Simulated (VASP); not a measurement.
CdTe:

```
Te Cd
1.0
     0.00000    3.22623    3.22623
     3.22623    0.00000    3.22623
     3.22623    3.22623    0.00000
Te Cd
1 1
Cartesian
  4.8393 4.8393 4.8393
  0.0000 0.0000 0.0000
```

Base run:

* Program: VASP 6.6.1
* Functional: r2SCAN
* Dispersion: D3(BJ)
* Potentials or basis: VASP PAW PBE potentials, release 64 (Te, Cd)
* Cutoff: 520 eV
* k mesh: 7 × 7 × 7
* Occupations: fermi-dirac, width 0.05 eV
* Spin: no spin polarisation

Its results: band gap on the k mesh 1.32 eV, direct; pressure 1.5 GPa.

Problem. The run is repeated on the same cell with these changes: functional from r2SCAN to RPBE; further incar settings from ALGO = Normal; EDIFF = 1e-07; NBANDS = 16 to ALGO = Normal; EDIFF = 1e-06; NBANDS = 16. What comes out?

Solution. Band gap on the k mesh 0.96 eV, direct; pressure -3.6 GPa.

Caveats: the PAW data sets were made with another functional, which shifts forces and pressure a little; spin-orbit coupling is left out, which moves the levels of the heavy elements.

